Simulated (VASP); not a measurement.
Set up this calculation in VASP 6.6.1, as the native input.

```yaml
Task: relaxation of cell and atoms
Functional: PBEsol
Potentials_or_basis: VASP PAW PBE potentials, release 64 (Bi_d)
Cutoff: 600 eV
k_mesh: 14 × 14 × 14
Occupations: gaussian, width 0.1 eV
Spin: no spin polarisation
Dipole_correction: no
Further_INCAR_settings: ALGO = Normal; EDIFF = 1e-06; IBRION = 2; EDIFFG = -0.01; NSW = 80; ISIF = 3
```

The structure of Bi lies in POSCAR:

```
Bi
1.0
    3.1954398599      0.0000000000      0.0000000000
    0.0000000000      3.1954398599      0.0000000000
    0.0000000000      0.0000000000      3.1954398599
Bi
1
Direct
    0.0000000000      0.0000000000      0.0000000000
```

One way to write it, as run:

INCAR

```
  PREC = Accurate
  ENCUT = 600
  EDIFF = 1E-6
  ISMEAR = 0
  SIGMA = 0.1
  LREAL = False
  LASPH = True
  NELM = 80
  ALGO = Normal
  ISIF = 3
  LWAVE = False
  LCHARG = False
  GGA = PS
  IBRION = 2
  NSW = 80
  EDIFFG = -0.01
```

KPOINTS

```
Automatic mesh
0
Gamma
  14 14 14
```

Potentials or basis: VASP PAW PBE potentials, release 64 (Bi_d).

Launch:

```console
$ cat potpaw_PBE.64/Bi_d/POTCAR > POTCAR
$ mpirun -np 1 vasp_std > vasp.out
```

Results of the run:

| Quantity | Value |
| --- | --- |
| Relaxed volume | 33.44 Å³/atom |
| Relaxed cell | a = 3.222 Å, b = 3.222 Å, c = 3.222 Å, α = 90.00°, β = 90.00°, γ = 90.00° |
| Space group after relaxing (to 0.05 Å) | Pm-3m (No. 221) |
| Energy gained by relaxing | 3.3 meV/atom |
| Ionic steps | 4 |
| Pressure after relaxing | 0.0 GPa |

Caveat: the PAW data sets were made with another functional, which shifts forces and pressure a little.

It took 96 s on 1 thread of Intel(R) Xeon(R) Platinum 8375C CPU @ 2.90GHz (Ice Lake) (shared host), peak memory 0.19 GiB.
